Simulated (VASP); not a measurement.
# MoSe (Pm-3m) in VASP: notebook

The runs below take MoSe through single point, with r2SCAN50, HF.

All numbers are computed with VASP 6.6.1; they aren't measurements. Logs are shortened: lines on timing, memory, paths and dates and some standing lists are left out, and cuts for length are marked.

### Step 1. The cell of the first run

Symmetry: Pm-3m, No. 221, cubic system. The conventional cell has a = 3.500 Å, b = 3.500 Å, c = 3.500 Å, α = 90.00°, β = 90.00°, γ = 90.00°. Within 4.0 Å of Mo (site symmetry m-3m) lie 8 Se at 3.03 Å and 6 Mo at 3.50 Å. Within 4.0 Å of Se (site symmetry m-3m) lie 8 Mo at 3.03 Å and 6 Se at 3.50 Å.

### Step 2. Single point, r2SCAN50

Input file POSCAR:

```
MoSe
1.0
    3.5002295900      0.0000000000      0.0000000000
    0.0000000000      3.5002295900      0.0000000000
    0.0000000000      0.0000000000      3.5002295900
Mo Se
1 1
Direct
    0.0000000000      0.0000000000      0.0000000000
    0.5000000000      0.5000000000      0.5000000000
```

Input file INCAR.step1:

```
SYSTEM = MoSe
PREC = Accurate
ENCUT = 520
EDIFF = 1E-5
ISMEAR = -1
SIGMA = 0.05
LREAL = .FALSE.
LASPH = .TRUE.
NELM = 100
ALGO = Normal
ISIF = 2
LWAVE = .TRUE.
GGA = PE
NBANDS = 17
```

Input file INCAR.step2:

```
SYSTEM = MoSe
PREC = Accurate
ENCUT = 520
EDIFF = 1E-6
ISMEAR = -1
SIGMA = 0.05
LREAL = .FALSE.
LASPH = .TRUE.
NELM = 100
ALGO = Normal
ISIF = 2
LWAVE = .FALSE.
LCHARG = .TRUE.
METAGGA = R2SCAN
LHFCALC = .TRUE.
AEXX = 0.5
LMIXTAU = .TRUE.
PRECFOCK = Normal
LELF = .TRUE.
LVHAR = .TRUE.
ISTART = 1
NBANDS = 17
```

Input file KPOINTS:

```
Automatic mesh
0
G
  4 4 4
  0 0 0
```

Potentials or basis: VASP PAW PBE potentials, release 64 (Mo_sv, Se).

Started as:

```
$ cat potpaw_PBE.64/Mo_sv/POTCAR potpaw_PBE.64/Se/POTCAR > POTCAR
$ cp INCAR.step1 INCAR
$ mpirun -np 1 vasp_std > vasp.out
$ cp INCAR.step2 INCAR
$ mpirun -np 1 vasp_std > vasp.out
```

OUTCAR:

```text
SYSTEM = MoSe
   PREC = Accurate
   ENCUT = 520
   EDIFF = 1E-6
   ISMEAR = -1
   LREAL = .FALSE.
   LASPH = .TRUE.
   NELM = 100
   ISIF = 2
   METAGGA = R2SCAN
   LHFCALC = .TRUE.
   AEXX = 0.5
   PRECFOCK = Normal
   ISTART = 1

 ion  position               nearest neighbor table
   1  0.000  0.000  0.000-   2 3.03   2 3.03   2 3.03   2 3.03   2 3.03   2 3.03   2 3.03   2 3.03

   2  0.500  0.500  0.500-   1 3.03   1 3.03   1 3.03   1 3.03   1 3.03   1 3.03   1 3.03   1 3.03

  LATTYP: Found a simple cubic cell.
 ALAT       =     3.5002295900

  Lattice vectors:

 A1 = (   3.5002295900,   0.0000000000,   0.0000000000)
 A2 = (   0.0000000000,   3.5002295900,   0.0000000000)
 A3 = (   0.0000000000,   0.0000000000,   3.5002295900)

Analysis of symmetry for initial positions (statically):
=====================================================================
 Subroutine PRICEL returns:
 Original cell was already a primitive cell.

 Routine SETGRP: Setting up the symmetry group for a
 simple cubic supercell.

 Subroutine GETGRP returns: Found 48 space group operations
 (whereof 48 operations were pure point group operations)
 out of a pool of 48 trial point group operations.

The static configuration has the point symmetry O_h .

Analysis of symmetry for dynamics (positions and initial velocities):
=====================================================================
 Subroutine PRICEL returns:
 Original cell was already a primitive cell.

 Routine SETGRP: Setting up the symmetry group for a
 simple cubic supercell.

 Subroutine GETGRP returns: Found 48 space group operations
 (whereof 48 operations were pure point group operations)
 out of a pool of 48 trial point group operations.

The dynamic configuration has the point symmetry O_h .

 Subroutine INISYM returns: Found 48 space group operations
 (whereof 48 operations are pure point group operations),
 and found     1 'primitive' translations

----------------------------------------------------------------------------------------

                                     Primitive cell

  volume of cell :      42.8834

  direct lattice vectors                    reciprocal lattice vectors
     3.500229590  0.000000000  0.000000000     0.285695545  0.000000000  0.000000000
     0.000000000  3.500229590  0.000000000     0.000000000  0.285695545  0.000000000
[... 76 lines left out ...]
   ISIF   =      2    stress and relaxation
   ISYM   =      3    0-nonsym 1-usesym 2-fastsym
   POTIM  = 0.5000    time-step for ionic-motion
   TEBEG  =    0.0;   TEEND  =   0.0 temperature during run
   PSTRESS=    0.0 pullay stress
   NELECT =      20.0000    total number of electrons
   NUPDOWN=      -1.0000    fix difference up-down
   EMIN   =  10.00;   EMAX   =-10.00  energy-range for DOS
   EFERMI =   0.00;   METHOD = LEGACY
   ISMEAR =    -1;   SIGMA  =   0.05  broadening in eV -4-tet -1-fermi 0-gaus
   EFERMI_NEDOS =   21; number of points for ismear=-14 and -15
   IALGO  =     38    algorithm
   IMIX   =      1    mixing-type and parameters
     AMIX     =   0.40;   BMIX     =  1.00
     AMIX_MAG =   1.60;   BMIX_MAG =  1.00
  volume/ion in A,a.u.               =      21.44       144.70
  Fermi-wavevector in a.u.,A,eV,Ry     =   1.269565  2.399130 21.929809  1.611795
  Thomas-Fermi vector in A             =   2.402599
   LORBIT       =      0    0 simple, 1 ext, 2 COOP (PROOUT), +10 PAW based schemes
   METAGGA = R2SCAN    functional components
   LHFCALC =     T    Hartree Fock is set to
   PRECFOCK=normal    Normal, Fast or Accurate (Low or Medium for compatibility)
   ENCUT4O =  -1.0   cutoff for four orbital integrals eV
   NKREDX  =     1    reduce k-point grid by
   NKREDY  =     1    reduce k-point grid by
   NKREDZ  =     1    reduce k-point grid by
   AEXX    =    0.5000 exact exchange contribution
   HFSCREEN=    0.0000 screening length (either q_TF or 0.3 A-1)
   HFSCREENC=   0.0000 screening length for correlation (either q_TF or 0.3 A-1)
   ENCUTFOCK=  -1.0 apply spherical cutoff to Coloumb kernel
   IVDW    =     0    specifies the selected vdW correction
   LEPSILON=     F    determine dielectric tensor
   LRPA    =     F    only Hartree local field effects (RPA)
 non-spin polarized calculation
  energy-cutoff  :      520.00
  volume of cell :       42.88
 maximum number of plane-waves:      1189
 NGX is ok and might be reduce to    28
  NGX = 20; NGY = 20; NGZ = 20

 number of electron      20.0000007 magnetization

 Free energy of the ion-electron system (eV)
  ---------------------------------------------------
  ext. energy  EPLUGINS =         0.00000000
  ---------------------------------------------------
  free energy    TOTEN  =       -35.53709409 eV

  energy without entropy =      -35.53709409  energy(sigma->0) =      -35.53709409

 E-fermi :   6.7589     XC(G=0):  -6.3950

 val. band max:        5.5364028041   @ k =   0.5000   0.5000   0.5000
 cond. band min:       8.7525782649   @ k =   0.5000   0.5000   0.0000
 fundamental gap:      3.2161754608
 Fermi energy:         6.7589079296

 k-point     1 :       0.0000    0.0000    0.0000
  band No.  band energies     occupation
      1     -64.0099      2.00000
      2     -34.9633      2.00000
      3     -34.9631      2.00000
      4     -34.9629      2.00000
      5     -11.6767      2.00000
      6       1.5630      2.00000
[... 177 lines left out ...]
      4     -35.0457      2.00000
      5      -8.9991      2.00000
      6      -0.5599      2.00000
[... 9 lines left out ...]
     16      12.7001      0.00000
     17      16.5484      0.00000

------------------------ aborting loop because EDIFF is reached ----------------------------------------

  FORCE on cell =-STRESS in cart. coord.  units (eV):
  Direction    XX          YY          ZZ          XY          YZ          ZX
  --------------------------------------------------------------------------------------
  -------------------------------------------------------------------------------------
  Total       -4.5402194     -4.5402194     -4.5402194     -0.0000000     -0.0000000     -0.0000000
  in kB     -169.6281115   -169.6281115   -169.6281115     -0.0000000     -0.0000000     -0.0000000
  external PRESSURE =    -169.6281115 kB  Pullay stress =       0.0000000 kB

 VOLUME and BASIS-vectors are now :
 -----------------------------------------------------------------------------
  energy-cutoff  :      520.00
  volume of cell :       42.88
      direct lattice vectors                 reciprocal lattice vectors
     3.500229590  0.000000000  0.000000000     0.285695545  0.000000000  0.000000000
     0.000000000  3.500229590  0.000000000     0.000000000  0.285695545  0.000000000
     0.000000000  0.000000000  3.500229590     0.000000000  0.000000000  0.285695545

 POSITION                                       TOTAL-FORCE (eV/Angst)
 -----------------------------------------------------------------------------------
      0.00000      0.00000      0.00000         0.000000      0.000000      0.000000
      1.75011      1.75011      1.75011         0.000000      0.000000      0.000000
 -----------------------------------------------------------------------------------
    total drift:                               -0.000037     -0.000019     -0.000019

  FREE ENERGIE OF THE ION-ELECTRON SYSTEM (eV)
  ---------------------------------------------------
  free  energy   TOTEN  =       -35.5370940877 eV

  energy  without entropy=      -35.5370940876  energy(sigma->0) =      -35.53709409
```

OUTCAR.step1:

```text
SYSTEM = MoSe
   PREC = Accurate
   ENCUT = 520
   EDIFF = 1E-5
   ISMEAR = -1
   LREAL = .FALSE.
[... 406 lines left out ...]
      0.00000      0.00000      0.00000         0.000000      0.000000      0.000000
      1.75011      1.75011      1.75011         0.000000      0.000000      0.000000
 -----------------------------------------------------------------------------------
    total drift:                               -0.000000      0.000000     -0.000000

  FREE ENERGIE OF THE ION-ELECTRON SYSTEM (eV)
  ---------------------------------------------------
  free  energy   TOTEN  =       -12.9346664280 eV

  energy  without entropy=      -12.9037789083  energy(sigma->0) =      -12.91922267
```

It took 32 min on 1 thread of Intel Xeon Platinum 8488C (Sapphire Rapids), shared host; peak memory 0.16 GiB.

Results:

```yaml
Free_energy: -35.5371 eV
Pressure: -17.0 GPa
Band_gap_on_the_k_mesh: 3.22 eV (least direct gap 3.38 eV)
```

Caveat: the k points lie up to 0.45 Å⁻¹ apart; the PAW data sets were made with another functional, which shifts forces and pressure a little.

### Step 3. Single point, HF

POSCAR is that of step 2.

Input file INCAR.step1:

```
SYSTEM = MoSe
  PREC = Accurate
  ENCUT = 520
  EDIFF = 1E-5
  ISMEAR = -1
  SIGMA = 0.05
  LREAL = .FALSE.
  LASPH = .TRUE.
  NELM = 60
  ALGO = Normal
  ISIF = 2
  LWAVE = .TRUE.
  LCHARG = .FALSE.
  GGA = PE
  NBANDS = 17
```

Input file INCAR.step2:

```
SYSTEM = MoSe
  PREC = Accurate
  ENCUT = 520
  EDIFF = 1E-6
  ISMEAR = -1
  SIGMA = 0.05
  LREAL = .FALSE.
  LASPH = .TRUE.
  NELM = 60
  ALGO = Normal
  ISIF = 2
  LWAVE = .FALSE.
  LCHARG = .FALSE.
  GGA = PE
  LHFCALC = .TRUE.
  AEXX = 1.0
  ALDAC = 0.0
  AGGAC = 0.0
  PRECFOCK = Normal
  ISTART = 1
  NBANDS = 17
```

KPOINTS is that of step 2.

Potentials or basis: VASP PAW PBE potentials, release 64 (Mo_sv, Se).

Started as:

```
$ cat potpaw_PBE.64/Mo_sv/POTCAR potpaw_PBE.64/Se/POTCAR > POTCAR
$ cp INCAR.step1 INCAR
$ mpirun -np 1 vasp_std > vasp.out
$ cp INCAR.step2 INCAR
$ mpirun -np 1 vasp_std > vasp.out
```

Wall time 15 min (1 thread of Intel Xeon Platinum 8488C (Sapphire Rapids), shared host); peak memory 0.16 GiB.

It converged, with:

| Item | Value |
| --- | --- |
| Free energy | -30.9238 eV |
| Pressure | -2.7 GPa |
| Band gap on the k mesh | 7.85 eV (least direct gap 7.98 eV) |

Levels at points of the mesh, in eV from the valence-band top:
```
           k point  band 8  band 9  band 10  band 11  band 12  band 13
(0.00, 0.00, 0.00)   -1.70   -1.70    -1.70     8.33     9.64     9.64
(0.50, 0.00, 0.00)   -2.15   -2.15    -1.27    10.15    11.45    11.73
(0.50, 0.50, 0.00)   -4.49   -1.51     0.00     7.98     7.98     8.47
(0.50, 0.50, 0.50)   -6.10   -1.34    -1.34     9.27     9.27     9.27
```

Caveat: the k points lie up to 0.45 Å⁻¹ apart; the PAW data sets were made with another functional, which shifts forces and pressure a little. A k mesh can miss the band edges.
